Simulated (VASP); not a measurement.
# ZrAl2 in VASP: notebook

Runs on ZrAl2. Level: PBE. Tasks: single point.

Everything below comes from runs of VASP 6.6.1. Logs are shortened: lines on timing, memory, paths and dates and some standing lists are left out, and cuts for length are marked.

### 1 The cell of the first run

The cell holds an amorphous packing of atoms, 24 atoms: a = 7.705 Å, b = 7.771 Å, c = 7.708 Å, α = 87.33°, β = 91.93°, γ = 87.52°.

### 2 Single point, PBE

Input file INCAR:

```
ALGO     = Normal         # electronic algorithm
EDIFF    = 1E-6           # SCF threshold, eV
ENCUT    = 520            # plane-wave cutoff, eV
GGA      = PE             # functional
ISIF     = 2              # what is computed and relaxed
ISMEAR   = -1             # smearing method
ISYM     = 0            
LASPH    = T              # aspherical terms in the spheres
LCHARG   = T              # write CHGCAR
LELF     = T              # ELF
LREAL    = Auto         
LVHAR    = T            
LWAVE    = F              # write WAVECAR
NBANDS   = 90             # bands
NELM     = 100            # most SCF steps
PREC     = Accurate       # precision mode
SIGMA    = 0.05           # smearing width, eV
```

Input file KPOINTS:

```
Automatic mesh
0
Gamma
  1 1 1
  0.25 0.25 0.25
```

Input file POSCAR:

```
ZrAl2
1.0
    7.7016390000      0.1689720000     -0.1318520000
    0.1689720000      7.7666440000      0.1814760000
   -0.1318520000      0.1814760000      7.7043200000
Al Zr
16 8
Direct
    0.3904437924      0.2279078635      0.0727572307
    0.1326948347      0.1673075213      0.3716212177
    0.7491232888      0.2529625095      0.2062442603
    0.4199381168      0.8253239675      0.6153142897
    0.6381109764      0.3406759784      0.8472308646
    0.9334579902      0.9693278199      0.1087562001
    0.6511533608      0.8024208625      0.3457875250
    0.8828094954      0.4888526658      0.3637521769
    0.2199722370      0.5137072719      0.2108948276
    0.6983267654      0.0413918954      0.6293626362
    0.9316897442      0.2943474457      0.6647418798
    0.1770639402      0.5601698066      0.5468749817
    0.0733940606      0.2762727521      1.0025476979
    0.4734589321      0.1023768192      0.3743712062
   -0.0011520269      0.8453559469      0.4163303558
    0.5519628970      0.5838690269      0.1332895306
    0.0696443303      0.9476986351      0.7638262931
    0.7928481475      0.6707962090      0.6825834339
    0.5205243045      0.4473129588      0.4746052350
    0.3315565017      0.1957897577      0.7088589578
    0.2978374667      0.8593266127      0.1871703550
    0.3164303539      0.5666118803      0.8656592039
    0.5927929377      0.9467380971      0.9775994107
    0.9077641199      0.6284524773      0.0225132748
```

Potentials or basis: VASP PAW PBE potentials, release 64 (Al, Zr_sv).

The run is started by

```bash
cat potpaw_PBE.64/Al/POTCAR potpaw_PBE.64/Zr_sv/POTCAR > POTCAR
mpirun -np 1 vasp_std > vasp.out
```

OUTCAR:

```text
EDIFF = 1E-6
   ENCUT = 520
   GGA = PE
   ISIF = 2
   ISMEAR = -1
   ISYM = 0
   LASPH = T
   LREAL = Auto
   NELM = 100
   PREC = Accurate

 ion  position               nearest neighbor table
   1  0.390  0.228  0.073-  13 2.49  14 2.53   5 2.77  23 2.77   9 2.80  20 2.85   3 2.93  22 3.04
                            21 3.08   2 3.12  16 3.13
   2  0.133  0.167  0.372-  14 2.65  15 2.76  13 2.94  11 2.96  20 2.99   6 3.02   9 3.02   8 3.08
                            21 3.09   1 3.12   3 3.21  17 3.46
   3  0.749  0.253  0.206-   8 2.49   6 2.72  14 2.80   5 2.91   1 2.93  16 2.95  13 3.00  19 3.16
                             2 3.21  23 3.27  24 3.47
   4  0.420  0.825  0.615-  10 2.78   7 2.79  14 2.83  22 2.88  12 2.90  20 3.05  18 3.08  17 3.10
                            19 3.25  23 3.25  21 3.40
   5  0.638  0.341  0.847-  11 2.72   1 2.77  20 2.86   3 2.91  10 2.96  22 2.99  16 3.04  19 3.05
                            18 3.11  23 3.21  24 3.41
   6  0.933  0.969  0.109-  15 2.54   3 2.72  13 2.76  24 2.77  23 2.80  17 2.90  21 2.93   2 3.02
                             7 3.17
   7  0.651  0.802  0.346-  16 2.54  14 2.67  15 2.75   4 2.79  18 2.91   8 2.95  21 2.95  10 2.96
                            23 3.01  19 3.11   6 3.17  24 3.52
   8  0.883  0.489  0.364-   3 2.49  11 2.72  12 2.72  24 2.81   9 2.90   7 2.95  19 2.97  18 2.98
                            15 2.99   2 3.08  16 3.10
   9  0.220  0.514  0.211-  12 2.66  16 2.72  13 2.76  21 2.78   1 2.80  22 2.80  24 2.85   8 2.90
[... 17 lines left out ...]
  18  0.793  0.671  0.683-  24 2.74   7 2.91  10 2.95  15 2.95   8 2.98  11 3.08   4 3.08   5 3.11
                            17 3.16  19 3.21  12 3.27  23 3.54
  19  0.521  0.447  0.475-  16 2.81  12 2.83  14 2.86   8 2.97   9 3.04   5 3.05  20 3.05   7 3.11
                             3 3.16  18 3.21   4 3.25  10 3.52  11 3.58  22 3.59
  20  0.332  0.196  0.709-   1 2.85   5 2.86  17 2.88  14 2.94   2 2.99  19 3.05   4 3.05  10 3.11
                            13 3.13  11 3.15  22 3.18  12 3.21  23 3.33
  21  0.298  0.859  0.187-   9 2.78  14 2.80  16 2.89  23 2.92   6 2.93  15 2.95   7 2.95   1 3.08
                             2 3.09   4 3.40  22 3.44  17 3.68  24 3.78
  22  0.316  0.567  0.866-  12 2.65  16 2.71   9 2.80   4 2.88   5 2.99   1 3.04  13 3.16  20 3.18
                            24 3.43  21 3.44  17 3.49  19 3.59  23 3.83
  23  0.593  0.947  0.978-   1 2.77   6 2.80  10 2.90  21 2.92   7 3.01  16 3.05   5 3.21   4 3.25
                             3 3.27  20 3.33  24 3.39  14 3.48  18 3.54  22 3.83
  24  0.908  0.628  0.023-  18 2.74   6 2.77   8 2.81   9 2.85  16 2.93  13 2.98  23 3.39   5 3.41
                            17 3.41  22 3.43   3 3.47   7 3.52  15 3.60  21 3.78

IMPORTANT INFORMATION: All symmetrisations will be switched off!
NOSYMM: (Re-)initialisation of all symmetry stuff for point group C_1.

----------------------------------------------------------------------------------------

                                     Primitive cell

  volume of cell :     460.2240

[... 124 lines left out ...]
   EFERMI_NEDOS =   21; number of points for ismear=-14 and -15
   IALGO  =     38    algorithm
   IMIX   =      4    mixing-type and parameters
     AMIX     =   0.40;   BMIX     =  1.00
     AMIX_MAG =   1.60;   BMIX_MAG =  1.00
  volume/ion in A,a.u.               =      19.18       129.41
  Fermi-wavevector in a.u.,A,eV,Ry     =   1.111406  2.100252 16.806220  1.235222
  Thomas-Fermi vector in A             =   2.247968
   LORBIT       =      0    0 simple, 1 ext, 2 COOP (PROOUT), +10 PAW based schemes
   GGA     = PE    functional components
   LHFCALC =     F    Hartree Fock is set to
   AEXX    =    0.0000 exact exchange contribution
   IVDW    =     0    specifies the selected vdW correction
   LEPSILON=     F    determine dielectric tensor
   LRPA    =     F    only Hartree local field effects (RPA)
 non-spin polarized calculation
  energy-cutoff  :      520.00
  volume of cell :      460.22
 maximum number of plane-waves:     12409
 NGX is ok and might be reduce to    60
   NGX = 29   NGY = 29   NGZ = 29

 number of electron     144.0000000 magnetization

 Free energy of the ion-electron system (eV)
  ---------------------------------------------------
  ext. energy  EPLUGINS =         0.00000000
  ---------------------------------------------------
  free energy    TOTEN  =      -132.22432133 eV

  energy without entropy =     -132.12008369  energy(sigma->0) =     -132.17220251

 E-fermi :   7.9277     XC(G=0): -10.4343

 val. band max:        7.8394304346   @ k =   0.2500   0.2500   0.2500
 cond. band min:       8.0148423028   @ k =   0.2500   0.2500   0.2500
 fundamental gap:      0.1754118682
 Fermi energy:         7.9277045956

 k-point     1 :       0.2500    0.2500    0.2500
  band No.  band energies     occupation
      1     -40.9798      2.00000
      2     -40.8986      2.00000
      3     -40.8395      2.00000
      4     -40.7645      2.00000
      5     -40.7529      2.00000
      6     -40.7473      2.00000
[... 76 lines left out ...]
     83       9.3132      0.00000
     84       9.4292      0.00000
 [bands above 84 left out]

------------------------ aborting loop because EDIFF is reached ----------------------------------------

  FORCE on cell =-STRESS in cart. coord.  units (eV):
  Direction    XX          YY          ZZ          XY          YZ          ZX
  --------------------------------------------------------------------------------------
  -------------------------------------------------------------------------------------
  Total        1.7119744     -7.8495173      8.8713224      6.8940627     -2.1509719      7.0361101
  in kB        5.9598944    -27.3265149     30.8837239     24.0002921     -7.4881757     24.4948016
  external PRESSURE =       3.1723678 kB  Pullay stress =       0.0000000 kB

 VOLUME and BASIS-vectors are now :
 -----------------------------------------------------------------------------
  energy-cutoff  :      520.00
  volume of cell :      460.22
      direct lattice vectors                 reciprocal lattice vectors
     7.701639000  0.168972000 -0.131852000     0.129944927 -0.002880646  0.002291736
     0.168972000  7.766644000  0.181476000    -0.002880646  0.128890504 -0.003085328
    -0.131852000  0.181476000  7.704320000     0.002291736 -0.003085328  0.129909205

 POSITION                                       TOTAL-FORCE (eV/Angst)
 -----------------------------------------------------------------------------------
      3.03597      1.84926      0.55042         0.528618      0.712341     -0.079050
      1.00124      1.38928      2.87596        -0.448708     -0.190744     -0.054368
      5.78503      2.12868      1.53611        -0.450745     -0.721650     -0.472810
      3.29254      6.59262      4.83499        -0.026799      0.130821     -0.054513
      4.86036      2.90748      6.50503         0.244063      0.259886      0.298691
      7.33861      7.70589      0.89072         0.089188      0.940008      0.058815
[... 16 lines left out ...]
      4.59655      7.63055      7.62539         0.288580     -0.498253     -0.817231
      7.09449      5.03844      0.16781        -0.357508     -0.573591      0.236124
 -----------------------------------------------------------------------------------
    total drift:                               -0.001384      0.001948     -0.006027

  FREE ENERGIE OF THE ION-ELECTRON SYSTEM (eV)
  ---------------------------------------------------
  free  energy   TOTEN  =      -132.2243213273 eV

  energy  without entropy=     -132.1200836906  energy(sigma->0) =     -132.17220251
```

Wall time 87 s (1 thread of Intel Xeon Platinum 8488C (Sapphire Rapids), shared host); peak memory 0.46 GiB.

Results:

```yaml
Free_energy: -132.2243 eV
Pressure: 0.3 GPa
Largest_force: 1.000 eV/Å
Band_gap_on_the_k_mesh: 0.18 eV
```

Forces in eV/Å, atoms in the order of the input:
```
Al   0.529  0.712 -0.079
Al  -0.449 -0.191 -0.054
Al  -0.451 -0.722 -0.473
Al  -0.027  0.131 -0.055
Al   0.244  0.260  0.299
Al   0.089  0.940  0.059
Al   0.150 -0.249 -0.032
Al   0.040  0.772  0.511
Al  -0.121 -0.746  0.468
Al   0.263  0.405  0.242
Al   0.411  0.489 -0.006
Al  -0.551  0.186 -0.125
Al  -0.580  0.024 -0.743
Al   0.302 -0.013  0.191
Al  -0.228 -0.248  0.138
Al   0.517 -0.126 -0.789
Zr  -0.197 -0.607  0.323
Zr   0.461 -0.222 -0.672
Zr   0.615  0.215  0.389
Zr  -0.124  0.000  0.662
Zr  -0.791  0.125  0.268
Zr  -0.035 -0.062  0.059
Zr   0.289 -0.498 -0.817
Zr  -0.358 -0.574  0.236
```

Levels at points of the mesh, in eV from the valence-band top:
```
           k point  band 70  band 71  band 72  band 73  band 74  band 75
(0.25, 0.25, 0.25)    -0.30    -0.10     0.00     0.18     0.29     0.41
```

Caveat: the k points lie up to 0.82 Å⁻¹ apart.

(Part 1 of 2 ends here.)
